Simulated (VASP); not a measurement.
**BN: single point with r2SCAN**

The system is BN.

```xyz
4
Lattice="2.5693 0.0000 0.0000 -1.2846 2.2251 0.0000 0.0000 0.0000 4.2490" Properties=species:S:1:pos:R:3 pbc="T T T"
B     1.2846    0.7417    4.2486
B     0.0000    1.4834    2.1241
N     1.2846    0.7417    2.6560
N     0.0000    1.4834    0.5315
```

| Property | Result |
| --- | --- |
| Program | VASP 6.6.1 |
| Task | single point |
| Functional | r2SCAN |
| Potentials or basis | VASP PAW PBE potentials, release 64 (B_h, N_h) |
| Cutoff | 1460 eV |
| k mesh | 12 × 12 × 6 |
| Occupations | gaussian, width 0.02 eV |
| Spin | no spin polarisation |

| Property | Result |
| --- | --- |
| Pressure | -11.4 GPa |
| Band gap on the k mesh | 5.79 eV (least direct gap 8.85 eV) |

Stress tensor (GPa, compression positive):
```
-11.40   0.00   0.00
  0.00 -11.40   0.00
  0.00   0.00 -11.32
```

Levels at points of the mesh, in eV from the valence-band top:
| k point | band 6 | band 7 | band 8 | band 9 | band 10 | band 11 |
| --- | --- | --- | --- | --- | --- | --- |
| (0.00, 0.00, 0.00) | -0.25 | 0.00 | 0.00 | 8.98 | 8.98 | 9.14 |
| (0.50, 0.00, 0.00) | -5.03 | -4.37 | -2.13 | 7.19 | 8.52 | 11.25 |
| (0.00, 0.00, 0.50) | -1.18 | -1.18 | -1.18 | 9.96 | 9.96 | 10.55 |
| (0.50, 0.00, 0.50) | -3.80 | -3.61 | -3.61 | 7.09 | 7.09 | 10.51 |

Run time: 3 min on 1 thread of Intel(R) Xeon(R) Platinum 8559C (Emerald Rapids), with other jobs on the host, peak memory 0.3 GiB.

Caveat: the cell stands under tension; the PAW data sets were made with another functional, which shifts forces and pressure a little. A k mesh can miss the band edges.
